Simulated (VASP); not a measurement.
# BW2 in VASP: further runs, part 2 of 2

VASP 6.6.1. The steps go on from the part before.

## (5) Single point, PBE

This run uses another cell than the first one, of 69.87 Å³/atom, 1.561 times its volume.

File INCAR:

```
PREC = Accurate ; ENCUT = 520
EDIFF = 1E-7 ; ISMEAR = 0
SIGMA = 0.1 ; LREAL = F
LASPH = T ; NELM = 100
ALGO = Normal ; ISIF = 2
LWAVE = F ; LCHARG = T
LDIPOL = T ; IDIPOL = 3
DIPOL = 0.5 0.5 0.295 ; GGA = PE
LELF = T ; LVHAR = T
LVACPOTAV = T ; NBANDS = 22
```

File KPOINTS:

```
regular mesh
0
Gamma
  18 18 1
```

File POSCAR:

```
BW2
1.0
    2.6968509320      0.0000000000      0.0000000000
    0.0000000000      2.6968509320      0.0000000000
    0.0000000000      0.0000000000     28.8195587200
B W
1 2
Direct
    0.5000000000      0.5000000000      0.2949385895
    0.0000000000      0.0000000000      0.2481188484
    0.0000000000      0.0000000000      0.3417583306
```

Potentials or basis: VASP PAW PBE potentials, release 64 (B, W_sv).

The run is started by

```
cat potpaw_PBE.64/B/POTCAR potpaw_PBE.64/W_sv/POTCAR > POTCAR
mpirun -np 1 vasp_std > vasp.out
```

OUTCAR:

```text
PREC = Accurate
   ENCUT = 520
   EDIFF = 1E-7
   ISMEAR = 0
   LREAL = F
   LASPH = T
   NELM = 100
   ISIF = 2
   GGA = PE

 ion  position               nearest neighbor table
   1  0.500  0.500  0.295-   2 2.34   3 2.34   2 2.34   3 2.34   2 2.34   3 2.34   2 2.34   3 2.34

   2  0.000  0.000  0.248-   1 2.34   1 2.34   1 2.34   1 2.34   3 2.70
   3  0.000  0.000  0.342-   1 2.34   1 2.34   1 2.34   1 2.34   2 2.70

  LATTYP: Found a simple tetragonal cell.
 ALAT       =     2.6968509320
 C/A-ratio  =    10.6863743850

  Lattice vectors:

 A1 = (   2.6968509320,   0.0000000000,   0.0000000000)
 A2 = (   0.0000000000,   2.6968509320,   0.0000000000)
 A3 = (   0.0000000000,   0.0000000000,  28.8195587200)

Analysis of symmetry for initial positions (statically):
=====================================================================
 Subroutine PRICEL returns:
 Original cell was already a primitive cell.

 Routine SETGRP: Setting up the symmetry group for a
 simple tetragonal supercell.

 Subroutine GETGRP returns: Found 16 space group operations
 (whereof  8 operations were pure point group operations)
 out of a pool of 16 trial point group operations.

The static configuration has the point symmetry C_4v.
 The point group associated with its full space group is D_4h.

Analysis of symmetry for dynamics (positions and initial velocities):
=====================================================================
 Subroutine PRICEL returns:
 Original cell was already a primitive cell.

 Routine SETGRP: Setting up the symmetry group for a
 simple tetragonal supercell.

 Subroutine GETGRP returns: Found 16 space group operations
 (whereof  8 operations were pure point group operations)
 out of a pool of 16 trial point group operations.

The dynamic configuration has the point symmetry C_4v.
 The point group associated with its full space group is D_4h.

 Subroutine INISYM returns: Found 16 space group operations
 (whereof  8 operations are pure point group operations),
 and found     1 'primitive' translations

----------------------------------------------------------------------------------------

                                     Primitive cell

  volume of cell :     209.6048

  direct lattice vectors                    reciprocal lattice vectors
     2.696850932  0.000000000  0.000000000     0.370802846  0.000000000  0.000000000
     0.000000000  2.696850932  0.000000000     0.000000000  0.370802846  0.000000000
     0.000000000  0.000000000 28.819558720     0.000000000  0.000000000  0.034698658

  length of vectors
     2.696850932  2.696850932 28.819558720     0.370802846  0.370802846  0.034698658

  position of ions in fractional coordinates (direct lattice)
     0.500000000  0.500000000  0.294938589
     0.000000000  0.000000000  0.248118848
     0.000000000  0.000000000  0.341758331

  ion indices of the primitive-cell ions
   primitive index   ion index
                 1           1
                 2           2
                 3           3

----------------------------------------------------------------------------------------

 KPOINTS: regular mesh

Automatic generation of k-mesh.
 Grid dimensions read from file:
[... 24 lines left out ...]
  0.111111  0.000000  0.000000      4.000000
  0.166667  0.000000  0.000000      4.000000
  0.222222  0.000000  0.000000      4.000000
  0.277778  0.000000  0.000000      4.000000
[... 16 lines left out ...]
  0.277778  0.111111  0.000000      8.000000
  0.333333  0.111111  0.000000      8.000000
 [... further k-points ...]
   k-points           NKPTS =     55   k-points in BZ     NKDIM =     55   number of bands    NBANDS=     22
   number of dos      NEDOS =    301   number of ions     NIONS =      3
   total plane-waves  NPLWV =  86400
   dimension x,y,z NGX =    20 NGY =   20 NGZ =  216
   dimension x,y,z NGXF=    40 NGYF=   40 NGZF=  432
   ions per type =               1   2
   NGX,Y,Z   is equivalent  to a cutoff of  12.33, 12.33, 12.46 a.u.
   NGXF,Y,Z  is equivalent  to a cutoff of  24.66, 24.66, 24.92 a.u.
 SYSTEM =  unknown system
   PREC   = accura    normal or accurate (medium, high low for compatibility)
   ISTART =      0    job   : 0-new  1-cont  2-samecut
   ICHARG =      2    charge: 1-file 2-atom 10-const
   ISPIN  =      1    spin polarized calculation?
   LNONCOLLINEAR =      F non collinear calculations
   LSORBIT =      F    spin-orbit coupling
   LASPH  =      T    aspherical Exc in radial PAW
   ENCUT  =  520.0 eV  38.22 Ry    6.18 a.u.   5.01  5.01 53.59*2*pi/ulx,y,z
   NELM   =    100;   NELMIN=  2; NELMDL= -5     # of ELM steps
   EDIFF  = 0.1E-06   stopping-criterion for ELM
   LREAL  =      F    real-space projection
   EDIFFG = 0.1E-05   stopping-criterion for IOM
   NSW    =      0    number of steps for IOM
   IBRION =     -1    ionic relax: 0-MD 1-quasi-New 2-CG
   NFREE  =      0    steps in history (QN), initial steepest desc. (CG)
   ISIF   =      2    stress and relaxation
   ISYM   =      2    0-nonsym 1-usesym 2-fastsym
   POTIM  = 0.5000    time-step for ionic-motion
   TEBEG  =    0.0;   TEEND  =   0.0 temperature during run
   PSTRESS=    0.0 pullay stress
   NELECT =      31.0000    total number of electrons
   NUPDOWN=      -1.0000    fix difference up-down
   EMIN   =  10.00;   EMAX   =-10.00  energy-range for DOS
   EFERMI =   0.00;   METHOD = LEGACY
   ISMEAR =     0;   SIGMA  =   0.10  broadening in eV -4-tet -1-fermi 0-gaus
   EFERMI_NEDOS =   21; number of points for ismear=-14 and -15
   IALGO  =     38    algorithm
   IMIX   =      4    mixing-type and parameters
     AMIX     =   0.40;   BMIX     =  1.00
     AMIX_MAG =   1.60;   BMIX_MAG =  1.00
  volume/ion in A,a.u.               =      69.87       471.49
  Fermi-wavevector in a.u.,A,eV,Ry     =   0.865755  1.636040 10.197997  0.749532
  Thomas-Fermi vector in A             =   1.984044
   LORBIT       =      0    0 simple, 1 ext, 2 COOP (PROOUT), +10 PAW based schemes
   GGA     = PE    functional components
   LHFCALC =     F    Hartree Fock is set to
   AEXX    =    0.0000 exact exchange contribution
   IVDW    =     0    specifies the selected vdW correction
   LEPSILON=     F    determine dielectric tensor
   LRPA    =     F    only Hartree local field effects (RPA)
 non-spin polarized calculation
 Gauss-broadening in eV      SIGMA  =   0.10
  energy-cutoff  :      520.00
  volume of cell :      209.60
 maximum number of plane-waves:      5689
   NGX = 11   NGY = 11   NGZ =107

 dipolmoment           0.000000      0.000000     -0.000038 electrons x Angstroem

 number of electron      30.9999998 magnetization

 dipolmoment           0.000000      0.000000      0.000001 electrons x Angstroem

 Free energy of the ion-electron system (eV)
  ---------------------------------------------------
  ext. energy  EPLUGINS =         0.00000000
  ---------------------------------------------------
  free energy    TOTEN  =       -29.22669760 eV

  energy without entropy =      -29.21951539  energy(sigma->0) =      -29.22310650

 E-fermi :  -2.3213     XC(G=0):  -3.1216

 val. band max:       -2.3396035497   @ k =   0.5000   0.1667   0.0000
 cond. band min:      -2.3135326934   @ k =   0.2222   0.1667   0.0000
 fundamental gap:      0.0260708564
 Fermi energy:        -2.3212865803

 k-point     1 :       0.0000    0.0000    0.0000
  band No.  band energies     occupation
      1     -76.0719      2.00000
      2     -76.0347      2.00000
      3     -40.6391      2.00000
      4     -40.0862      2.00000
      5     -39.8248      2.00000
      6     -39.8248      2.00000
[... 589 lines left out ...]
     21       1.3615      0.00000
     22       4.1333      0.00000

 [... further k-points ...]

------------------------ aborting loop because EDIFF is reached ----------------------------------------

  FORCE on cell =-STRESS in cart. coord.  units (eV):
  Direction    XX          YY          ZZ          XY          YZ          ZX
  --------------------------------------------------------------------------------------
  -------------------------------------------------------------------------------------
  Total        0.1741212      0.1741212      0.0848513      0.0000000      0.0000000     -0.0000000
  in kB        1.3309480      1.3309480      0.6485861      0.0000000      0.0000000     -0.0000000
  external PRESSURE =       1.1034940 kB  Pullay stress =       0.0000000 kB

 VOLUME and BASIS-vectors are now :
 -----------------------------------------------------------------------------
  energy-cutoff  :      520.00
  volume of cell :      209.60
      direct lattice vectors                 reciprocal lattice vectors
     2.696850932  0.000000000  0.000000000     0.370802846  0.000000000  0.000000000
     0.000000000  2.696850932  0.000000000     0.000000000  0.370802846  0.000000000
     0.000000000  0.000000000 28.819558720     0.000000000  0.000000000  0.034698658

 POSITION                                       TOTAL-FORCE (eV/Angst)
 -----------------------------------------------------------------------------------
      1.34843      1.34843      8.50000         0.000000      0.000000     -0.000000
      0.00000      0.00000      7.15068         0.000000     -0.000000     -0.040922
      0.00000      0.00000      9.84932         0.000000      0.000000      0.040922
 -----------------------------------------------------------------------------------
    total drift:                                0.000000      0.000000      0.000061

  FREE ENERGIE OF THE ION-ELECTRON SYSTEM (eV)
  ---------------------------------------------------
  free  energy   TOTEN  =       -29.2266976005 eV

  energy  without entropy=      -29.2195153908  energy(sigma->0) =      -29.22310650

 vacuum level on the upper side and lower side of the slab         2.934         2.934
```

OSZICAR:

```text
N       E                     dE             d eps       ncg     rms          rms(c)
DAV:   1     0.255204776474E+03    0.25520E+03   -0.18153E+04  3220   0.113E+03
DAV:   2    -0.216096477937E+02   -0.27681E+03   -0.26827E+03  3314   0.315E+02
DAV:   3    -0.331617045261E+02   -0.11552E+02   -0.11129E+02  2954   0.669E+01
[... 15 lines left out ...]
DAV:  19    -0.292266909264E+02   -0.64353E-05   -0.16493E-07  2198   0.136E-03    0.271E-04
DAV:  20    -0.292266954545E+02   -0.45281E-05   -0.11645E-07  2038   0.106E-03    0.390E-04
DAV:  21    -0.292266970511E+02   -0.15966E-05   -0.40615E-08  2028   0.631E-04    0.101E-04
DAV:  22    -0.292266975032E+02   -0.45207E-06   -0.10332E-08  1886   0.318E-04    0.655E-05
DAV:  23    -0.292266976005E+02   -0.97361E-07   -0.22089E-09  1792   0.178E-04
   1 F= -.29226698E+02 E0= -.29223106E+02  d E =-.718221E-02
```

Wall time 7.8 min (1 thread of Intel Xeon 6975P-C, shared host); peak memory 0.43 GiB.

What came out:

- Free energy: -29.2267 eV
- Largest force: 0.041 eV/Å

Forces in eV/Å, atoms in the order of the input:
```
B    0.000  0.000  0.000
W    0.000  0.000 -0.041
W    0.000  0.000  0.041
```

Caveat: spin-orbit coupling is left out, which moves the levels of the heavy elements.

## (6) The runs side by side

| cell | k mesh | gap on the mesh (eV) | largest force (eV/Å) |
| --- | --- | --- | --- |
| a = 2.810, b = 2.810, c = 17.000 Å, 3 atoms | 6 × 6 × 1 | none | 1.25 |
| a = 2.692, b = 2.692, c = 28.820 Å, 3 atoms | 6 × 6 × 1 | none | 0.05 |
| a = 2.692, b = 2.692, c = 28.820 Å, 3 atoms | 18 × 18 × 1 | none | 0.08 |
| a = 2.697, b = 2.697, c = 28.820 Å, 3 atoms | 18 × 18 × 1 | none | 0.04 |

Alike in all rows: task single point; level PBE; potentials or basis VASP PAW PBE potentials, release 64 (B, W_sv); no spin polarisation; cutoff (eV) 520; smearing gaussian 0.1 eV.

Caveats: some runs use coarse meshes; spin-orbit coupling is left out, which moves the levels of the heavy elements.

Total energies depend on the potentials used, so only differences within one code and one set of settings carry meaning.
